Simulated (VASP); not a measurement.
# Nb3CdB (Pm-3m) in VASP: further runs, part 3 of 3

VASP 6.6.1.

## Step 5: Single point, PBE

This run uses another cell than the first one, of 23.80 Å³/atom.

Input file INCAR:

```
ALGO = Fast
EDIFF = 1E-6
ENCUT = 520
GGA = PE
ISIF = 2
ISMEAR = 0
LASPH = T
LCHARG = T
LELF = T
LREAL = F
LVHAR = T
LWAVE = F
NBANDS = 35
NELM = 60
PREC = Accurate
SIGMA = 0.1
```

Input file KPOINTS:

```
k-points
0
Gamma
  8 8 8
```

Input file POSCAR:

```
Nb3CdB
1.0
    4.9190091927      0.0000000000      0.0000000000
    0.0000000000      4.9190091927      0.0000000000
    0.0000000000      0.0000000000      4.9190091927
Nb Cd B
3 1 1
Direct
    0.0000000000      0.5000000000      0.5000000000
    0.5000000000      0.0000000000      0.5000000000
    0.5000000000      0.5000000000      0.0000000000
    0.5000000000      0.5000000000      0.5000000000
    0.0000000000      0.0000000000      0.0000000000
```

Potentials or basis: VASP PAW PBE potentials, release 64 (Nb_sv, Cd, B).

On the command line:

```
$ cat potpaw_PBE.64/Nb_sv/POTCAR potpaw_PBE.64/Cd/POTCAR potpaw_PBE.64/B/POTCAR > POTCAR
$ mpirun -np 1 vasp_std > vasp.out
```

OUTCAR:

```text
EDIFF = 1E-6
   ENCUT = 520
   GGA = PE
   ISIF = 2
   ISMEAR = 0
   LASPH = T
   LREAL = F
   NELM = 60
   PREC = Accurate

 ion  position               nearest neighbor table
   1  0.000  0.500  0.500-   4 2.46   4 2.46
   2  0.500  0.000  0.500-   4 2.46   4 2.46
   3  0.500  0.500  0.000-   4 2.46   4 2.46
   4  0.500  0.500  0.500-   1 2.46   2 2.46   3 2.46   3 2.46   2 2.46   1 2.46
   5  0.000  0.000  0.000-

  LATTYP: Found a simple cubic cell.
 ALAT       =     4.9190091927

  Lattice vectors:

 A1 = (   4.9190091927,   0.0000000000,   0.0000000000)
 A2 = (   0.0000000000,   4.9190091927,   0.0000000000)
 A3 = (   0.0000000000,   0.0000000000,   4.9190091927)

Analysis of symmetry for initial positions (statically):
=====================================================================
 Subroutine PRICEL returns:
 Original cell was already a primitive cell.

 Routine SETGRP: Setting up the symmetry group for a
 simple cubic supercell.

 Subroutine GETGRP returns: Found 48 space group operations
 (whereof 48 operations were pure point group operations)
 out of a pool of 48 trial point group operations.

The static configuration has the point symmetry O_h .

Analysis of symmetry for dynamics (positions and initial velocities):
=====================================================================
 Subroutine PRICEL returns:
 Original cell was already a primitive cell.

 Routine SETGRP: Setting up the symmetry group for a
 simple cubic supercell.

 Subroutine GETGRP returns: Found 48 space group operations
 (whereof 48 operations were pure point group operations)
 out of a pool of 48 trial point group operations.

The dynamic configuration has the point symmetry O_h .

 Subroutine INISYM returns: Found 48 space group operations
 (whereof 48 operations are pure point group operations),
 and found     1 'primitive' translations

----------------------------------------------------------------------------------------

                                     Primitive cell

  volume of cell :     119.0236

  direct lattice vectors                    reciprocal lattice vectors
     4.919009193  0.000000000  0.000000000     0.203292972  0.000000000  0.000000000
     0.000000000  4.919009193  0.000000000     0.000000000  0.203292972  0.000000000
     0.000000000  0.000000000  4.919009193     0.000000000  0.000000000  0.203292972

  length of vectors
     4.919009193  4.919009193  4.919009193     0.203292972  0.203292972  0.203292972

  position of ions in fractional coordinates (direct lattice)
     0.000000000  0.500000000  0.500000000
     0.500000000  0.000000000  0.500000000
     0.500000000  0.500000000  0.000000000
     0.500000000  0.500000000  0.500000000
     0.000000000  0.000000000  0.000000000

  ion indices of the primitive-cell ions
   primitive index   ion index
                 1           1
                 2           2
                 3           3
                 4           4
                 5           5

[... 25 lines left out ...]

 Following reciprocal coordinates:
            Coordinates               Weight
  0.000000  0.000000  0.000000      1.000000
  0.125000  0.000000  0.000000      6.000000
  0.250000  0.000000  0.000000      6.000000
  0.375000  0.000000  0.000000      6.000000
  0.500000  0.000000  0.000000      3.000000
  0.125000  0.125000  0.000000     12.000000
[... 16 lines left out ...]
  0.375000  0.375000  0.125000     24.000000
  0.500000  0.375000  0.125000     24.000000
 [... further k-points ...]
   k-points           NKPTS =     35   k-points in BZ     NKDIM =     35   number of bands    NBANDS=     35
   number of dos      NEDOS =    301   number of ions     NIONS =      5
   total plane-waves  NPLWV =  64000
   dimension x,y,z NGX =    40 NGY =   40 NGZ =   40
   dimension x,y,z NGXF=    80 NGYF=   80 NGZF=   80
   ions per type =               3   1   1
   NGX,Y,Z   is equivalent  to a cutoff of  13.52, 13.52, 13.52 a.u.
   NGXF,Y,Z  is equivalent  to a cutoff of  27.04, 27.04, 27.04 a.u.
 SYSTEM =  unknown system
   PREC   = accura    normal or accurate (medium, high low for compatibility)
   ISTART =      0    job   : 0-new  1-cont  2-samecut
   ICHARG =      2    charge: 1-file 2-atom 10-const
   ISPIN  =      1    spin polarized calculation?
   LNONCOLLINEAR =      F non collinear calculations
   LSORBIT =      F    spin-orbit coupling
   LASPH  =      T    aspherical Exc in radial PAW
   ENCUT  =  520.0 eV  38.22 Ry    6.18 a.u.   9.15  9.15  9.15*2*pi/ulx,y,z
   NELM   =     60;   NELMIN=  2; NELMDL= -5     # of ELM steps
   EDIFF  = 0.1E-05   stopping-criterion for ELM
   LREAL  =      F    real-space projection
   EDIFFG = 0.1E-04   stopping-criterion for IOM
   NSW    =      0    number of steps for IOM
   IBRION =     -1    ionic relax: 0-MD 1-quasi-New 2-CG
   NFREE  =      0    steps in history (QN), initial steepest desc. (CG)
   ISIF   =      2    stress and relaxation
   ISYM   =      2    0-nonsym 1-usesym 2-fastsym
   POTIM  = 0.5000    time-step for ionic-motion
   TEBEG  =    0.0;   TEEND  =   0.0 temperature during run
   PSTRESS=    0.0 pullay stress
   NELECT =      54.0000    total number of electrons
   NUPDOWN=      -1.0000    fix difference up-down
   EMIN   =  10.00;   EMAX   =-10.00  energy-range for DOS
   EFERMI =   0.00;   METHOD = LEGACY
   ISMEAR =     0;   SIGMA  =   0.10  broadening in eV -4-tet -1-fermi 0-gaus
   EFERMI_NEDOS =   21; number of points for ismear=-14 and -15
   IALGO  =     68    algorithm
   IMIX   =      4    mixing-type and parameters
     AMIX     =   0.40;   BMIX     =  1.00
     AMIX_MAG =   1.60;   BMIX_MAG =  1.00
  volume/ion in A,a.u.               =      23.80       160.64
  Fermi-wavevector in a.u.,A,eV,Ry     =   1.257945  2.377172 21.530221  1.582427
  Thomas-Fermi vector in A             =   2.391579
   LORBIT       =      0    0 simple, 1 ext, 2 COOP (PROOUT), +10 PAW based schemes
   GGA     = PE    functional components
   LHFCALC =     F    Hartree Fock is set to
   AEXX    =    0.0000 exact exchange contribution
   IVDW    =     0    specifies the selected vdW correction
   LEPSILON=     F    determine dielectric tensor
   LRPA    =     F    only Hartree local field effects (RPA)
 non-spin polarized calculation
 RMM-DIIS sequential band-by-band and
 Gauss-broadening in eV      SIGMA  =   0.10
  energy-cutoff  :      520.00
  volume of cell :      119.02
 maximum number of plane-waves:      3228
 NGX is ok and might be reduce to    40
   NGX = 19   NGY = 19   NGZ = 19

 number of electron      54.0000005 magnetization

 Free energy of the ion-electron system (eV)
  ---------------------------------------------------
  ext. energy  EPLUGINS =         0.00000000
  ---------------------------------------------------
  free energy    TOTEN  =       -24.30923794 eV

  energy without entropy =      -24.29849589  energy(sigma->0) =      -24.30386691

 E-fermi :   5.0677     XC(G=0): -10.2288

 val. band max:        5.0595149183   @ k =   0.5000   0.5000   0.2500
 cond. band min:       5.1000261671   @ k =   0.5000   0.5000   0.0000
 fundamental gap:      0.0405112488
 Fermi energy:         5.0677454294

 k-point     1 :       0.0000    0.0000    0.0000
  band No.  band energies     occupation
      1     -50.4035      2.00000
      2     -50.3774      2.00000
      3     -50.3774      2.00000
      4     -26.5472      2.00000
      5     -26.5472      2.00000
      6     -26.5472      2.00000
[... 901 lines left out ...]
     34       6.5507      0.00000
     35       7.3348      0.00000

 [... further k-points ...]

------------------------ aborting loop because EDIFF is reached ----------------------------------------

  FORCE on cell =-STRESS in cart. coord.  units (eV):
  Direction    XX          YY          ZZ          XY          YZ          ZX
  --------------------------------------------------------------------------------------
  -------------------------------------------------------------------------------------
  Total        0.3790300      0.3790300      0.3790300      0.0000000      0.0000000      0.0000000
  in kB        5.1021268      5.1021268      5.1021268      0.0000000      0.0000000      0.0000000
  external PRESSURE =       5.1021268 kB  Pullay stress =       0.0000000 kB

 VOLUME and BASIS-vectors are now :
 -----------------------------------------------------------------------------
  energy-cutoff  :      520.00
  volume of cell :      119.02
      direct lattice vectors                 reciprocal lattice vectors
     4.919009193  0.000000000  0.000000000     0.203292972  0.000000000  0.000000000
     0.000000000  4.919009193  0.000000000     0.000000000  0.203292972  0.000000000
     0.000000000  0.000000000  4.919009193     0.000000000  0.000000000  0.203292972

 POSITION                                       TOTAL-FORCE (eV/Angst)
 -----------------------------------------------------------------------------------
      0.00000      2.45950      2.45950         0.000000      0.000000      0.000000
      2.45950      0.00000      2.45950         0.000000      0.000000      0.000000
      2.45950      2.45950      0.00000         0.000000      0.000000      0.000000
      2.45950      2.45950      2.45950         0.000000      0.000000      0.000000
      0.00000      0.00000      0.00000         0.000000      0.000000      0.000000
 -----------------------------------------------------------------------------------
    total drift:                               -0.000000     -0.000000     -0.000000

  FREE ENERGIE OF THE ION-ELECTRON SYSTEM (eV)
  ---------------------------------------------------
  free  energy   TOTEN  =       -24.3092379412 eV

  energy  without entropy=      -24.2984958863  energy(sigma->0) =      -24.30386691
```

stdout:

```text
POSCAR found type information on POSCAR NbCdB
 POSCAR found :  3 types and       5 ions
 scaLAPACK will be used
 LDA part: xc-table for (Slater+PW92), standard interpolation
 POSCAR, INCAR and KPOINTS ok, starting setup
 FFT: planning ... GRIDC
 FFT: planning ... GRID_SOFT
 FFT: planning ... GRID
 WAVECAR not read
 entering main loop
WARNING in EDDRMM: call to ZHEGV failed, returncode =   6  3     18
WARNING in EDDRMM: call to ZHEGV failed, returncode =   6  3     21
WARNING in EDDRMM: call to ZHEGV failed, returncode =   6  3     15
WARNING in EDDRMM: call to ZHEGV failed, returncode =   6  3     15
WARNING in EDDRMM: call to ZHEGV failed, returncode =   8  4     27
WARNING in EDDRMM: call to ZHEGV failed, returncode =   6  3     26
WARNING in EDDRMM: call to ZHEGV failed, returncode =   8  4     19
```

Wall time 12 min (1 thread of Intel Xeon 8259CL, shared host); peak memory 0.3 GiB.

Results:

```
Free energy            : -24.3092 eV
Pressure               : 0.5 GPa
Band gap on the k mesh : zero (bands 27 and 28 overlap by 0.39 eV)
```

## Step 6: The runs side by side

```csv
task,cell,k mesh,cutoff (eV),gap on the mesh (eV),pressure (GPa)
single point,"a = 4.410 Å, 5 atoms",4 × 4 × 4,520,none,62.0
single point,"a = 4.915 Å, 5 atoms",4 × 4 × 4,520,none,0.6
relaxation of cell and atoms,"relaxed from a = 4.410 Å, 5 atoms",4 × 4 × 4,600,none,0.1
single point,"a = 4.919 Å, 5 atoms",8 × 8 × 8,520,none,0.5
```

Alike in all rows: level PBE; potentials or basis VASP PAW PBE potentials, release 64 (Nb_sv, Cd, B); no spin polarisation; smearing gaussian 0.1 eV.

Caveats: the cell stands under pressure (at least some runs); the volume moved by over 15 % at a fixed basis, so the end points are rough (at least some runs).

Total energies depend on the potentials used, so only differences within one code and one set of settings carry meaning.

The gap in the log of VASP goes by the Fermi energy; the results here count the filled bands.